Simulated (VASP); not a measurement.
# YTl (Pm-3m) in VASP: notebook

YTl is run at these levels: LDA; tasks: single point, relaxation of cell and atoms.

Program: VASP 6.6.1. These are calculated values, not measurements. Logs are shortened: lines on timing, memory, paths and dates and some standing lists are left out, and cuts for length are marked.

**1. The cell of the first run**

The structure is cubic, space group Pm-3m (No. 221). The conventional cell has a = 3.705 Å, b = 3.705 Å, c = 3.705 Å, α = 90.00°, β = 90.00°, γ = 90.00°. Y (site symmetry m-3m) has 8 Tl at 3.21 Å and 6 Y at 3.71 Å within 4.2 Å. Within 4.2 Å of Tl (site symmetry m-3m) lie 8 Y at 3.21 Å and 6 Tl at 3.71 Å.

**2. Single point, LDA**

Input file INCAR:

```
SYSTEM = YTl
ALGO     = Normal         ! electronic algorithm
EDIFF    = 1E-6           ! SCF threshold, eV
ENCUT    = 520            ! plane-wave cutoff, eV
ISIF     = 2              ! what is computed and relaxed
ISMEAR   = 0              ! smearing method
LASPH    = .True.         ! aspherical terms in the spheres
LCHARG   = .True.         ! write CHGCAR
LELF     = .True.         ! ELF
LREAL    = .False.        ! projectors in reciprocal space
LVHAR    = .True.       
LWAVE    = .False.        ! write WAVECAR
NBANDS   = 19             ! bands
NELM     = 80             ! most SCF steps
PREC     = Accurate       ! precision mode
SIGMA    = 0.05           ! smearing width, eV
```

Input file KPOINTS:

```
k-points
0
Gamma
  5 5 5
  0 0 0
```

Input file POSCAR:

```
YTl
1.0
    3.7050813799      0.0000000000      0.0000000000
    0.0000000000      3.7050813799      0.0000000000
    0.0000000000      0.0000000000      3.7050813799
Y Tl
1 1
Direct
    0.0000000000      0.0000000000      0.0000000000
    0.5000000000      0.5000000000      0.5000000000
```

Potentials or basis: VASP PAW LDA potentials, release 64 (Y_sv, Tl_d).

On the command line:

```
cat potpaw_LDA.64/Y_sv/POTCAR potpaw_LDA.64/Tl_d/POTCAR > POTCAR
mpirun -np 1 vasp_std > vasp.out
```

OUTCAR:

```text
SYSTEM = YTl
   EDIFF = 1E-6
   ENCUT = 520
   ISIF = 2
   ISMEAR = 0
   LASPH = .True.
   LREAL = .False.
   NELM = 80
   PREC = Accurate

 ion  position               nearest neighbor table
   1  0.000  0.000  0.000-   2 3.21   2 3.21   2 3.21   2 3.21   2 3.21   2 3.21   2 3.21   2 3.21

   2  0.500  0.500  0.500-   1 3.21   1 3.21   1 3.21   1 3.21   1 3.21   1 3.21   1 3.21   1 3.21

  LATTYP: Found a simple cubic cell.
 ALAT       =     3.7050813799

  Lattice vectors:

 A1 = (   3.7050813799,   0.0000000000,   0.0000000000)
 A2 = (   0.0000000000,   3.7050813799,   0.0000000000)
 A3 = (   0.0000000000,   0.0000000000,   3.7050813799)

Analysis of symmetry for initial positions (statically):
=====================================================================
 Subroutine PRICEL returns:
 Original cell was already a primitive cell.

 Routine SETGRP: Setting up the symmetry group for a
 simple cubic supercell.

 Subroutine GETGRP returns: Found 48 space group operations
 (whereof 48 operations were pure point group operations)
 out of a pool of 48 trial point group operations.

The static configuration has the point symmetry O_h .

Analysis of symmetry for dynamics (positions and initial velocities):
=====================================================================
 Subroutine PRICEL returns:
 Original cell was already a primitive cell.

 Routine SETGRP: Setting up the symmetry group for a
 simple cubic supercell.

 Subroutine GETGRP returns: Found 48 space group operations
 (whereof 48 operations were pure point group operations)
 out of a pool of 48 trial point group operations.

The dynamic configuration has the point symmetry O_h .

 Subroutine INISYM returns: Found 48 space group operations
 (whereof 48 operations are pure point group operations),
 and found     1 'primitive' translations

----------------------------------------------------------------------------------------

                                     Primitive cell

  volume of cell :      50.8620

  direct lattice vectors                    reciprocal lattice vectors
     3.705081380  0.000000000  0.000000000     0.269899605  0.000000000  0.000000000
     0.000000000  3.705081380  0.000000000     0.000000000  0.269899605  0.000000000
     0.000000000  0.000000000  3.705081380     0.000000000  0.000000000  0.269899605

  length of vectors
     3.705081380  3.705081380  3.705081380     0.269899605  0.269899605  0.269899605

  position of ions in fractional coordinates (direct lattice)
     0.000000000  0.000000000  0.000000000
     0.500000000  0.500000000  0.500000000

  ion indices of the primitive-cell ions
   primitive index   ion index
                 1           1
                 2           2

----------------------------------------------------------------------------------------

 KPOINTS: k-points

Automatic generation of k-mesh.
 Grid dimensions read from file:
 generate k-points for:    5    5    5

 Generating k-lattice:

  Cartesian coordinates                     Fractional coordinates (reciprocal lattice)
     0.053979921  0.000000000  0.000000000     0.200000000  0.000000000  0.000000000
     0.000000000  0.053979921  0.000000000     0.000000000  0.200000000  0.000000000
     0.000000000  0.000000000  0.053979921     0.000000000  0.000000000  0.200000000

  Length of vectors
     0.053979921  0.053979921  0.053979921

  Shift w.r.t. Gamma in fractional coordinates (k-lattice)
     0.000000000  0.000000000  0.000000000

 Subroutine IBZKPT returns following result:
 ===========================================

 Found     10 irreducible k-points:

 Following reciprocal coordinates:
            Coordinates               Weight
  0.000000  0.000000  0.000000      1.000000
  0.200000  0.000000  0.000000      6.000000
  0.400000  0.000000  0.000000      6.000000
  0.200000  0.200000  0.000000     12.000000
  0.400000  0.200000  0.000000     24.000000
  0.400000  0.400000  0.000000     12.000000
  0.200000  0.200000  0.200000      8.000000
  0.400000  0.200000  0.200000     24.000000
  0.400000  0.400000  0.200000     24.000000
  0.400000  0.400000  0.400000      8.000000
   k-points           NKPTS =     10   k-points in BZ     NKDIM =     10   number of bands    NBANDS=     19
   number of dos      NEDOS =    301   number of ions     NIONS =      2
   total plane-waves  NPLWV =  21952
   dimension x,y,z NGX =    28 NGY =   28 NGZ =   28
   dimension x,y,z NGXF=    56 NGYF=   56 NGZF=   56
   ions per type =               1   1
   NGX,Y,Z   is equivalent  to a cutoff of  12.56, 12.56, 12.56 a.u.
   NGXF,Y,Z  is equivalent  to a cutoff of  25.13, 25.13, 25.13 a.u.
 SYSTEM =  YTl
   PREC   = accura    normal or accurate (medium, high low for compatibility)
   ISTART =      0    job   : 0-new  1-cont  2-samecut
   ICHARG =      2    charge: 1-file 2-atom 10-const
   ISPIN  =      1    spin polarized calculation?
   LNONCOLLINEAR =      F non collinear calculations
   LSORBIT =      F    spin-orbit coupling
   LASPH  =      T    aspherical Exc in radial PAW
   ENCUT  =  520.0 eV  38.22 Ry    6.18 a.u.   6.89  6.89  6.89*2*pi/ulx,y,z
   NELM   =     80;   NELMIN=  2; NELMDL= -5     # of ELM steps
   EDIFF  = 0.1E-05   stopping-criterion for ELM
   LREAL  =      F    real-space projection
   EDIFFG = 0.1E-04   stopping-criterion for IOM
   NSW    =      0    number of steps for IOM
   IBRION =     -1    ionic relax: 0-MD 1-quasi-New 2-CG
   NFREE  =      0    steps in history (QN), initial steepest desc. (CG)
   ISIF   =      2    stress and relaxation
   ISYM   =      2    0-nonsym 1-usesym 2-fastsym
   POTIM  = 0.5000    time-step for ionic-motion
   TEBEG  =    0.0;   TEEND  =   0.0 temperature during run
   PSTRESS=    0.0 pullay stress
   NELECT =      24.0000    total number of electrons
   NUPDOWN=      -1.0000    fix difference up-down
   EMIN   =  10.00;   EMAX   =-10.00  energy-range for DOS
   EFERMI =   0.00;   METHOD = LEGACY
   ISMEAR =     0;   SIGMA  =   0.05  broadening in eV -4-tet -1-fermi 0-gaus
   EFERMI_NEDOS =   21; number of points for ismear=-14 and -15
   IALGO  =     38    algorithm
   IMIX   =      4    mixing-type and parameters
     AMIX     =   0.40;   BMIX     =  1.00
     AMIX_MAG =   1.60;   BMIX_MAG =  1.00
  volume/ion in A,a.u.               =      25.43       171.62
  Fermi-wavevector in a.u.,A,eV,Ry     =   1.274522  2.408498 22.101406  1.624408
  Thomas-Fermi vector in A             =   2.407286
   LORBIT       =      0    0 simple, 1 ext, 2 COOP (PROOUT), +10 PAW based schemes
   GGA     = CA    functional components
   LHFCALC =     F    Hartree Fock is set to
   AEXX    =    0.0000 exact exchange contribution
   IVDW    =     0    specifies the selected vdW correction
   LEPSILON=     F    determine dielectric tensor
   LRPA    =     F    only Hartree local field effects (RPA)
 non-spin polarized calculation
 Gauss-broadening in eV      SIGMA  =   0.05
  energy-cutoff  :      520.00
  volume of cell :       50.86
 maximum number of plane-waves:      1384
 NGX is ok and might be reduce to    28
   NGX = 13   NGY = 13   NGZ = 13

 number of electron      24.0000007 magnetization

 Free energy of the ion-electron system (eV)
  ---------------------------------------------------
  ext. energy  EPLUGINS =         0.00000000
  ---------------------------------------------------
  free energy    TOTEN  =       -10.90830648 eV

  energy without entropy =      -10.90467807  energy(sigma->0) =      -10.90649228

 E-fermi :   6.0104     XC(G=0): -10.9094

 val. band max:        5.9678423023   @ k =   0.4000   0.2000   0.0000
 cond. band min:       6.0339202515   @ k =   0.0000   0.0000   0.0000
 fundamental gap:      0.0660779491
 Fermi energy:         6.0103975110

 k-point     1 :       0.0000    0.0000    0.0000
  band No.  band energies     occupation
      1     -36.5794      2.00000
      2     -16.6157      2.00000
      3     -16.6157      2.00000
      4     -16.6157      2.00000
      5      -5.4863      2.00000
      6      -5.4863      2.00000
[... 11 lines left out ...]
     18       9.7837      0.00000
     19      12.1921      0.00000

 k-point     2 :       0.2000    0.0000    0.0000
  band No.  band energies     occupation
      1     -36.5738      2.00000
      2     -16.7092      2.00000
      3     -16.6099      2.00000
      4     -16.6099      2.00000
      5      -5.4687      2.00000
      6      -5.3772      2.00000
[... 11 lines left out ...]
     18      11.8363      0.00000
     19      14.0814      0.00000

 k-point     3 :       0.4000    0.0000    0.0000
  band No.  band energies     occupation
      1     -36.5648      2.00000
      2     -16.8559      2.00000
      3     -16.6006      2.00000
      4     -16.6006      2.00000
      5      -5.4401      2.00000
      6      -5.2615      2.00000
[... 11 lines left out ...]
     18      14.2274      0.00000
     19      14.4155      0.00000

 k-point     4 :       0.2000    0.2000    0.0000
  band No.  band energies     occupation
      1     -36.5684      2.00000
      2     -16.7072      2.00000
      3     -16.6910      2.00000
      4     -16.6028      2.00000
      5      -5.4147      2.00000
      6      -5.3100      2.00000
[... 11 lines left out ...]
     18      12.7845      0.00000
     19      15.2204      0.00000

 k-point     5 :       0.4000    0.2000    0.0000
  band No.  band energies     occupation
      1     -36.5596      2.00000
      2     -16.8395      2.00000
      3     -16.6826      2.00000
      4     -16.5912      2.00000
      5      -5.3838      2.00000
      6      -5.3389      2.00000
[... 11 lines left out ...]
     18      13.8206      0.00000
     19      14.1364      0.00000

 k-point     6 :       0.4000    0.4000    0.0000
  band No.  band energies     occupation
      1     -36.5512      2.00000
      2     -16.8155      2.00000
      3     -16.8095      2.00000
      4     -16.5757      2.00000
      5      -5.4537      2.00000
      6      -5.3457      2.00000
[... 11 lines left out ...]
     18      12.3321      0.00000
     19      12.8165      0.00000

 k-point     7 :       0.2000    0.2000    0.2000
  band No.  band energies     occupation
      1     -36.5631      2.00000
      2     -16.6992      2.00000
      3     -16.6846      2.00000
      4     -16.6846      2.00000
      5      -5.3023      2.00000
      6      -5.3023      2.00000
[... 11 lines left out ...]
     18      11.7687      0.00000
     19      15.8100      0.00000

 k-point     8 :       0.4000    0.2000    0.2000
  band No.  band energies     occupation
      1     -36.5545      2.00000
      2     -16.8262      2.00000
      3     -16.6742      2.00000
      4     -16.6734      2.00000
      5      -5.3698      2.00000
      6      -5.2994      2.00000
[... 11 lines left out ...]
     18      13.6275      0.00000
     19      13.7756      0.00000

 k-point     9 :       0.4000    0.4000    0.2000
  band No.  band energies     occupation
      1     -36.5460      2.00000
      2     -16.8062      2.00000
      3     -16.8027      2.00000
      4     -16.6594      2.00000
      5      -5.4252      2.00000
      6      -5.3318      2.00000
[... 11 lines left out ...]
     18      12.5703      0.00000
     19      13.9298      0.00000

 k-point    10 :       0.4000    0.4000    0.4000
  band No.  band energies     occupation
      1     -36.5376      2.00000
      2     -16.7915      2.00000
      3     -16.7915      2.00000
      4     -16.7911      2.00000
      5      -5.3860      2.00000
      6      -5.3482      2.00000
[... 11 lines left out ...]
     18      12.3003      0.00000
     19      13.7135      0.00000

------------------------ aborting loop because EDIFF is reached ----------------------------------------

  FORCE on cell =-STRESS in cart. coord.  units (eV):
  Direction    XX          YY          ZZ          XY          YZ          ZX
  --------------------------------------------------------------------------------------
  -------------------------------------------------------------------------------------
  Total        0.0312368      0.0312368      0.0312368      0.0000000      0.0000000     -0.0000000
  in kB        0.9839740      0.9839740      0.9839740      0.0000000      0.0000000     -0.0000000
  external PRESSURE =       0.9839740 kB  Pullay stress =       0.0000000 kB

 VOLUME and BASIS-vectors are now :
 -----------------------------------------------------------------------------
  energy-cutoff  :      520.00
  volume of cell :       50.86
      direct lattice vectors                 reciprocal lattice vectors
     3.705081380  0.000000000  0.000000000     0.269899605  0.000000000  0.000000000
     0.000000000  3.705081380  0.000000000     0.000000000  0.269899605  0.000000000
     0.000000000  0.000000000  3.705081380     0.000000000  0.000000000  0.269899605

 POSITION                                       TOTAL-FORCE (eV/Angst)
 -----------------------------------------------------------------------------------
      0.00000      0.00000      0.00000         0.000000      0.000000      0.000000
      1.85254      1.85254      1.85254         0.000000      0.000000      0.000000
 -----------------------------------------------------------------------------------
    total drift:                                0.000000      0.000000      0.000000

  FREE ENERGIE OF THE ION-ELECTRON SYSTEM (eV)
  ---------------------------------------------------
  free  energy   TOTEN  =       -10.9083064781 eV

  energy  without entropy=      -10.9046780735  energy(sigma->0) =      -10.90649228
```

Run time: 12 s. Hardware: 1 thread of Intel Xeon Platinum 8488C (Sapphire Rapids), shared host; peak memory 0.15 GiB.

What came out:

```
Free energy            : -10.9083 eV
Pressure               : 0.1 GPa
Band gap on the k mesh : zero (bands 12 and 13 overlap by 0.85 eV)
```

Levels at points of the mesh, in eV from the Fermi level:
```csv
k point,band 9,band 10,band 11,band 12,band 13,band 14,band 15,band 16
"(0.00, 0.00, 0.00)",-11.22,-8.98,0.02,0.02,3.44,3.44,3.44,3.77
```

Caveat: spin-orbit coupling is left out, which moves the levels of the heavy elements.

**3. Relaxation of cell and atoms, LDA**

Input file INCAR:

```
SYSTEM = YTl
ALGO = Normal ; EDIFF = 1E-6
EDIFFG = -0.01 ; ENCUT = 600
IBRION = 2 ; ISIF = 3
ISMEAR = 0 ; LASPH = .TRUE.
LCHARG = .FALSE. ; LREAL = .FALSE.
LWAVE = .FALSE. ; NELM = 80
NSW = 80 ; PREC = Accurate
SIGMA = 0.05
```

Input file KPOINTS:

```
k-points
0
G
  5 5 5
  0 0 0
```

POSCAR is that of step 2.

Potentials or basis: VASP PAW LDA potentials, release 64 (Y_sv, Tl_d).

On the command line:

```
cat potpaw_LDA.64/Y_sv/POTCAR potpaw_LDA.64/Tl_d/POTCAR > POTCAR
mpirun -np 1 vasp_std > vasp.out
```

Run time: 23 s. Hardware: 1 thread of Intel Xeon Platinum 8488C (Sapphire Rapids), shared host; peak memory 0.16 GiB.

It converged, with:

```yaml
Free_energy: -10.9084 eV
Relaxed_volume: 25.49 Å³/atom
Relaxed_cell: a = 3.708 Å, b = 3.708 Å, c = 3.708 Å, α = 90.00°, β = 90.00°, γ = 90.00°
Space_group_after_relaxing_to_0.1_Å: Pm-3m (No. 221)
Energy_gained_by_relaxing: 0.0 meV/atom
Ionic_steps: 3
Pressure_after_relaxing: 0.0 GPa
Band_gap_on_the_k_mesh: zero (bands 12 and 13 overlap by 0.85 eV)
```

Final structure:
```
CELL_PARAMETERS angstrom
3.70771 0.00000 0.00000
0.00000 3.70771 0.00000
0.00000 0.00000 3.70771
ATOMIC_POSITIONS crystal
Y 0.00000 0.00000 0.00000
Tl 0.50000 0.50000 0.50000
```

Levels at points of the mesh, in eV from the Fermi level:
| k point | band 10 | band 11 | band 12 | band 13 | band 14 | band 15 |
| --- | --- | --- | --- | --- | --- | --- |
| (0.00, 0.00, 0.00) | -8.97 | 0.02 | 0.02 | 3.43 | 3.43 | 3.43 |

Caveat: spin-orbit coupling is left out, which moves the levels of the heavy elements.

**4. Relaxation of cell and atoms, LDA**

This run uses another cell than the first one, of 26.37 Å³/atom.

Input file INCAR:

```
SYSTEM = YTl
ALGO = Normal ; EDIFF = 1E-7
EDIFFG = -0.01 ; ENCUT = 600
GGA = CA ; IBRION = 2
ISIF = 3 ; ISMEAR = 0
LASPH = .TRUE. ; LCHARG = .FALSE.
LREAL = .FALSE. ; LWAVE = .FALSE.
NELM = 100 ; NSW = 80
PREC = Accurate ; SIGMA = 0.05
```

KPOINTS is that of step 3.

Input file POSCAR:

```
YTl
1.0
    3.7500000000      0.0000000000      0.0000000000
    0.0000000000      3.7500000000      0.0000000000
    0.0000000000      0.0000000000      3.7500000000
Y Tl
1 1
Direct
    0.0000000000      0.0000000000      0.0000000000
    0.5000000000      0.5000000000      0.5000000000
```

On the command line:

```
cat potpaw_LDA.64/Y_sv/POTCAR potpaw_LDA.64/Tl_d/POTCAR > POTCAR
mpirun -np 1 vasp_std > vasp.out
```

Wall time 38 s (1 thread of Intel Xeon Platinum 8488C (Sapphire Rapids), shared host); peak memory 0.16 GiB.

Results (log left out):

| Quantity | Value |
| --- | --- |
| Free energy | -10.9086 eV |
| Relaxed volume | 25.49 Å³/atom |
| Relaxed cell | a = 3.708 Å, b = 3.708 Å, c = 3.708 Å, α = 90.00°, β = 90.00°, γ = 90.00° |
| Space group after relaxing (to 0.1 Å) | Pm-3m (No. 221) |
| Energy gained by relaxing | 6.4 meV/atom |
| Ionic steps | 3 |
| Pressure after relaxing | 0.0 GPa |
| Band gap on the k mesh | zero (bands 12 and 13 overlap by 0.85 eV) |

The path:
```csv
step,energy change (eV),largest force (eV/Å),pressure (GPa),volume (Å³)
1,0.0000,0.0000,-2.24,52.73
2,-0.0082,0.0000,1.45,49.97
3,-0.0127,0.0000,0.00,50.97
```

Final structure:
```
Y Tl
1.0
     3.70774    0.00000    0.00000
     0.00000    3.70774    0.00000
     0.00000    0.00000    3.70774
Y Tl
1 1
Cartesian
  0.0000 0.0000 0.0000
  1.8539 1.8539 1.8539
```

Levels at points of the mesh, in eV from the Fermi level:
```
           k point  band 8  band 9  band 10  band 11  band 12  band 13  band 14  band 15  band 16
(0.00, 0.00, 0.00)  -11.22  -11.22    -8.97     0.02     0.02     3.43     3.43     3.43     3.76
```

Caveat: spin-orbit coupling is left out, which moves the levels of the heavy elements.

**5. The runs side by side**

```csv
task,cell,cutoff (eV),gap on the mesh (eV),pressure (GPa),relaxed volume (Å³/atom)
single point,"a = 3.705 Å, 2 atoms",520,none,0.1,-
relaxation of cell and atoms,"relaxed from a = 3.705 Å, 2 atoms",600,none,0.0,25.49
relaxation of cell and atoms,"relaxed from a = 3.750 Å, 2 atoms",600,none,0.0,25.49
```

Alike in all rows: level LDA; potentials or basis VASP PAW LDA potentials, release 64 (Y_sv, Tl_d); no spin polarisation; k mesh 5 × 5 × 5; smearing gaussian 0.05 eV.

Caveats: spin-orbit coupling is left out, which moves the levels of the heavy elements.

Total energies depend on the potentials used, so only differences within one code and one set of settings carry meaning.
